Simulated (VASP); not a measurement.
# Ru (P6_3/mmc) in VASP: elastic constants with LDA

Aim: the elastic constants of Ru with LDA.

All numbers are computed with VASP 6.6.1; they aren't measurements. Logs are shortened: lines on timing, memory, paths and dates and some standing lists are left out, and cuts for length are marked.

## 1. The cell of the first run

It takes space group P6_3/mmc (No. 194, hexagonal). The conventional cell has a = 2.666 Å, b = 2.666 Å, c = 4.209 Å, α = 90.00°, β = 90.00°, γ = 120.00°. Within 3.4 Å of Ru (site symmetry -6m2) lie 12 Ru at 2.61 to 2.67 Å.

## 2. Elastic constants, LDA

Contents of INCAR:

```
ALGO = Normal ; EDIFF = 1E-8
ENCUT = 500 ; GGA = CA
GGA_COMPAT = False ; IBRION = 6
ISIF = 3 ; ISMEAR = -1
KPAR = 4 ; LASPH = True
LCHARG = False ; LREAL = False
LWAVE = False ; NBANDS = 21
NELM = 120 ; NFREE = 2
NSW = 1 ; POTIM = 0.015
PREC = Accurate ; SIGMA = 0.1
```

Contents of KPOINTS:

```
k-points
0
Gamma
  20 20 12
```

Contents of POSCAR:

```
Ru
1.0
    2.6660821565      0.0000000000      0.0000000000
   -1.3330410782      2.3088948761      0.0000000000
    0.0000000000      0.0000000000      4.2089568548
Ru
2
Direct
    0.3333333333      0.6666666667      0.2500000000
    0.6666666667      0.3333333333      0.7500000000
```

Potentials or basis: VASP PAW LDA potentials, release 64 (Ru_pv).

The run is started by

```sh
$ cat potpaw_LDA.64/Ru_pv/POTCAR > POTCAR
$ mpirun -np 4 vasp_std > vasp.out
```

OUTCAR:

```text
EDIFF = 1E-8
   ENCUT = 500
   GGA = CA
   IBRION = 6
   ISIF = 3
   ISMEAR = -1
   LASPH = True
   LREAL = False
   NELM = 120
   NFREE = 2
   NSW = 1
   POTIM = 0.015
   PREC = Accurate

 ion  position               nearest neighbor table
   1  0.333  0.667  0.250-   2 2.61   2 2.61   2 2.61   2 2.61   2 2.61   2 2.61
   2  0.667  0.333  0.750-   1 2.61   1 2.61   1 2.61   1 2.61   1 2.61   1 2.61

  LATTYP: Found a hexagonal cell.
 ALAT       =     2.6660821565
 C/A-ratio  =     1.5787048589

  Lattice vectors:

 A1 = (   2.6660821565,   0.0000000000,   0.0000000000)
 A2 = (  -1.3330410782,   2.3088948761,   0.0000000000)
 A3 = (   0.0000000000,   0.0000000000,   4.2089568548)

Analysis of symmetry for initial positions (statically):
=====================================================================
 Subroutine PRICEL returns:
 Original cell was already a primitive cell.

 Routine SETGRP: Setting up the symmetry group for a
 hexagonal supercell.

 Subroutine GETGRP returns: Found 24 space group operations
 (whereof 12 operations were pure point group operations)
 out of a pool of 24 trial point group operations.

The static configuration has the point symmetry D_3d.
 The point group associated with its full space group is D_6h.

Analysis of symmetry for dynamics (positions and initial velocities):
=====================================================================
 Subroutine PRICEL returns:
 Original cell was already a primitive cell.

 Routine SETGRP: Setting up the symmetry group for a
 hexagonal supercell.

 Subroutine GETGRP returns: Found 24 space group operations
 (whereof 12 operations were pure point group operations)
 out of a pool of 24 trial point group operations.

The dynamic configuration has the point symmetry D_3d.
 The point group associated with its full space group is D_6h.

 Subroutine INISYM returns: Found 24 space group operations
 (whereof 12 operations are pure point group operations),
 and found     1 'primitive' translations

----------------------------------------------------------------------------------------

                                     Primitive cell

  volume of cell :      25.9091

  direct lattice vectors                    reciprocal lattice vectors
     2.666082156  0.000000000  0.000000000     0.375082215  0.216553818  0.000000000
    -1.333041078  2.308894876  0.000000000     0.000000000  0.433107635  0.000000000
     0.000000000  0.000000000  4.208956855     0.000000000  0.000000000  0.237588560

  length of vectors
     2.666082156  2.666082156  4.208956855     0.433107635  0.433107635  0.237588560

  position of ions in fractional coordinates (direct lattice)
     0.333333333  0.666666667  0.250000000
     0.666666667  0.333333333  0.750000000

  ion indices of the primitive-cell ions
   primitive index   ion index
                 1           1
                 2           2

----------------------------------------------------------------------------------------
[... 114 lines left out ...]
  ---------------------------------------------------
  ext. energy  EPLUGINS =         0.00000000
  ---------------------------------------------------
  free energy    TOTEN  =       -21.41085684 eV

  energy without entropy =      -21.36090400  energy(sigma->0) =      -21.38588042

------------------------ aborting loop because EDIFF is reached ----------------------------------------

  FORCE on cell =-STRESS in cart. coord.  units (eV):
  Direction    XX          YY          ZZ          XY          YZ          ZX
  --------------------------------------------------------------------------------------
  -------------------------------------------------------------------------------------
  Total        0.8153155      0.8153155      0.8343585      0.0000000     -0.0000000     -0.0000000
  in kB       50.4178264     50.4178264     51.5954159      0.0000000     -0.0000000     -0.0000000
  external PRESSURE =      50.8103562 kB  Pullay stress =       0.0000000 kB
[... 89 lines left out ...]
  FREE ENERGIE OF THE ION-ELECTRON SYSTEM (eV)
  ---------------------------------------------------
  free  energy   TOTEN  =       -21.3852413741 eV

  energy  without entropy=      -21.3358602438  energy(sigma->0) =      -21.36055081

[... ionic steps 4 to 14 ...]

--------------------------------------- Ionic step       15  -------------------------------------------

 number of electron      27.9999992 magnetization

------------------------ aborting loop because EDIFF is reached ----------------------------------------
[... 67 lines left out ...]
--------------------------------------- Ionic step       17  -------------------------------------------

 number of electron      27.9999994 magnetization

 Free energy of the ion-electron system (eV)
  ---------------------------------------------------
  ext. energy  EPLUGINS =         0.00000000
  ---------------------------------------------------
  free energy    TOTEN  =       -21.40919050 eV

  energy without entropy =      -21.35922201  energy(sigma->0) =      -21.38420625

 E-fermi :  13.6048     XC(G=0): -14.6704

 val. band max:       13.6012924717   @ k =  -0.0500   0.4500   0.3333
 cond. band min:      13.6048221072   @ k =   0.3000   0.1500   0.2500
 fundamental gap:      0.0035296355
 Fermi energy:        13.6048102572

 k-point     1 :       0.0000    0.0000    0.0000
  band No.  band energies     occupation
      1     -30.0799      2.00000
      2     -28.9731      2.00000
      3     -28.9731      2.00000
      4     -28.7706      2.00000
      5     -28.7706      2.00000
      6     -28.7173      2.00000
[... 565 lines left out ...]
     20      23.5077      0.00000
     21      24.0288      0.00000

 [... further k-points ...]

------------------------ aborting loop because EDIFF is reached ----------------------------------------

  FORCE on cell =-STRESS in cart. coord.  units (eV):
  Direction    XX          YY          ZZ          XY          YZ          ZX
  --------------------------------------------------------------------------------------
  -------------------------------------------------------------------------------------
  Total        0.8186622      0.8186622      0.8498500      0.0000000      0.0000000      0.0000000
  in kB       50.6247784     50.6247784     52.5533837      0.0000000      0.0000000      0.0000000
  external PRESSURE =      51.2676468 kB  Pullay stress =       0.0000000 kB
[... 17 lines left out ...]
  FREE ENERGIE OF THE ION-ELECTRON SYSTEM (eV)
  ---------------------------------------------------
  free  energy   TOTEN  =       -21.4091904979 eV

  energy  without entropy=      -21.3592220111  energy(sigma->0) =      -21.38420625

 INTERNAL STRAIN TENSORS FROM STRAINED CELLS
 ============================================

 INTERNAL STRAIN TENSOR FOR ION    1 for displacements in x,y,z  (eV/Angst):
          X           Y           Z          XY          YZ          ZX
  --------------------------------------------------------------------------------
  x    -0.00000     0.00000     0.00000    -3.07998    -0.00000     0.00000
  y    -3.08410     3.07954    -0.00000     0.00024    -0.00008     0.00015
  z    -0.00000    -0.00000     0.00000    -0.00000    -0.00438     0.00000

 INTERNAL STRAIN TENSORS FROM DISPLACED ATOMS
 ============================================

 INTERNAL STRAIN TENSOR FOR ION    1 for displacements in x,y,z  (eV/Angst):
          X           Y           Z          XY          YZ          ZX
  --------------------------------------------------------------------------------
  x    -0.00000     0.00000     0.00000    -3.07760     0.00000     0.00000
  y    -3.07760     3.07760     0.00000     0.00000     0.00000     0.00000
  z     0.00000    -0.00000     0.00000     0.00000     0.00000     0.00000

 INTERNAL STRAIN TENSOR FOR ION    2 for displacements in x,y,z  (eV/Angst):
          X           Y           Z          XY          YZ          ZX
  --------------------------------------------------------------------------------
  x     0.00000    -0.00000    -0.00000     3.07760     0.00000     0.00000
  y     3.07760    -3.07760     0.00000    -0.00000     0.00000     0.00000
  z     0.00000     0.00000     0.00000    -0.00000     0.00000    -0.00000

 Eigenvectors and eigenvalues of the dynamical matrix
 ----------------------------------------------------

   1 f  =    8.467828 THz    53.204934 2PiTHz  282.456345 cm-1    35.020108 meV
             X         Y         Z           dx          dy          dz
     -0.000000  1.539263  1.052239     0.000000    0.000000    0.707107
      1.333041  0.769632  3.156718     0.000000   -0.000000   -0.707107
[... 16 lines left out ...]
   5 f  =    0.000000 THz     0.000000 2PiTHz    0.000001 cm-1     0.000000 meV
             X         Y         Z           dx          dy          dz
     -0.000000  1.539263  1.052239     0.705190   -0.051101   -0.009791
      1.333041  0.769632  3.156718     0.705190   -0.051101   -0.009791

   6 f/i=    0.000000 THz     0.000001 2PiTHz    0.000003 cm-1     0.000000 meV
             X         Y         Z           dx          dy          dz
     -0.000000  1.539263  1.052239     0.003359   -0.088073    0.701592
      1.333041  0.769632  3.156718     0.003359   -0.088073    0.701592

--------------------------------------------------------------------------------------------------------

 ELASTIC MODULI CONTR FROM IONIC RELAXATION (kBar)
 Direction    XX          YY          ZZ          XY          YZ          ZX
 --------------------------------------------------------------------------------
 XX         -70.8126     70.8126      0.0000     -0.0000      0.0000     -0.0000
 YY          70.8126    -70.8126      0.0000     -0.0000      0.0000      0.0000
 ZZ           0.0000      0.0000     -0.0000      0.0000      0.0000      0.0000
 XY          -0.0000     -0.0000      0.0000    -70.8126      0.0000      0.0000
 YZ           0.0000      0.0000      0.0000      0.0000      0.0000      0.0000
 ZX          -0.0000      0.0000      0.0000      0.0000      0.0000     -0.0000
 --------------------------------------------------------------------------------

 TOTAL ELASTIC MODULI (kBar)
 Direction    XX          YY          ZZ          XY          YZ          ZX
 --------------------------------------------------------------------------------
 XX        6900.9954   2292.4388   2144.8262      0.0000     -0.0000     -0.0000
 YY        2292.4388   6900.9954   2144.8262      0.0000      0.0000      0.0000
 ZZ        2144.8262   2144.8262   7763.3432      0.0000     -0.0000      0.0000
 XY           0.0000      0.0000      0.0000   2304.2783      0.0000     -0.0000
 YZ          -0.0000      0.0000     -0.0000      0.0000   2217.3605      0.0000
 ZX          -0.0000      0.0000      0.0000      0.0000      0.0000   2217.3604
 --------------------------------------------------------------------------------
```

Run time: 7.5 min. Hardware: 4 MPI ranks of Intel Xeon 6975P-C (Granite Rapids), shared host; peak memory 1 GiB.

Results:

```
Voigt bulk modulus            : 386 GPa
Highest phonon frequency at Γ : 282 cm⁻¹
```

Phonon frequencies in cm⁻¹ (negative: imaginary):
| q point | frequencies |
| --- | --- |
| (0.000, 0.000, 0.000) | 0 0 0 211 211 282 |

Elastic tensor in Voigt notation (GPa, in the Cartesian axes of the cell as first typed):
```
690 229 214   0   0   0
229 690 214   0   0   0
214 214 776   0   0   0
  0   0   0 222   0   0
  0   0   0   0 222   0
  0   0   0   0   0 230
```

Clamped-ion elastic tensor (GPa):
```
697 222 214   0   0   0
222 697 214   0   0   0
214 214 776   0   0   0
  0   0   0 222   0   0
  0   0   0   0 222   0
  0   0   0   0   0 238
```

Caveat: the cell is under stress, which shifts elastic constants.
